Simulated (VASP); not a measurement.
Input of a VASP 6.6.1 run:

File POSCAR:

```
MgH2
1.0
    0.0000000000      2.3810670000      2.3810670000
    2.3810670000      0.0000000000      2.3810670000
    2.3810670000      2.3810670000      0.0000000000
Mg H
1 2
Direct
    0.0000000000      0.0000000000      0.0000000000
    0.7500000000      0.7500000000      0.7500000000
    0.2500000000      0.2500000000      0.2500000000
```

File INCAR.step1:

```
PREC = Accurate
ENCUT = 600
ISMEAR = -1
SIGMA = 0.1
LREAL = False
LASPH = True
NELM = 80
GGA = PE
ALGO = Normal
EDIFF = 1E-4
LWAVE = True
LCHARG = False
```

File INCAR.step2:

```
PREC = Accurate
ENCUT = 600
EDIFF = 1E-6
ISMEAR = -1
SIGMA = 0.1
LREAL = False
LASPH = True
NELM = 80
ALGO = Normal
ISIF = 3
LWAVE = False
LCHARG = False
METAGGA = R2SCAN
LMIXTAU = True
IBRION = 2
NSW = 80
EDIFFG = -0.03
ISTART = 1
```

Contents of KPOINTS:

```
regular mesh
0
Gamma
  6 6 6
```

Potentials or basis: VASP PAW PBE potentials, release 64 (Mg, H).

Command:

```console
$ cat potpaw_PBE.64/Mg/POTCAR potpaw_PBE.64/H/POTCAR > POTCAR
$ cp INCAR.step1 INCAR
$ mpirun -np 1 vasp_std > vasp.out
$ cp INCAR.step2 INCAR
$ mpirun -np 1 vasp_std > vasp.out
```

Q: Estimate the relaxed volume.

A: 8.76 Å³/atom.

Q: What does it give for the relaxed cell?

A: a = 3.338 Å, b = 3.338 Å, c = 3.338 Å, α = 60.00°, β = 60.00°, γ = 60.00°.

Q: Predict the space group after relaxing (to 0.05 Å).

A: Fm-3m (No. 225).

Step by step:
```csv
step,energy change (eV),largest force (eV/Å),pressure (GPa),volume (Å³)
1,0.0000,0.0000,-1.75,27.00
2,-0.0032,0.0000,-0.90,26.62
3,-0.0043,0.0000,-0.14,26.29
```

Caveat: the k points lie up to 0.38 Å⁻¹ apart in the final cell; the PAW data sets were made with another functional, which shifts forces and pressure a little.
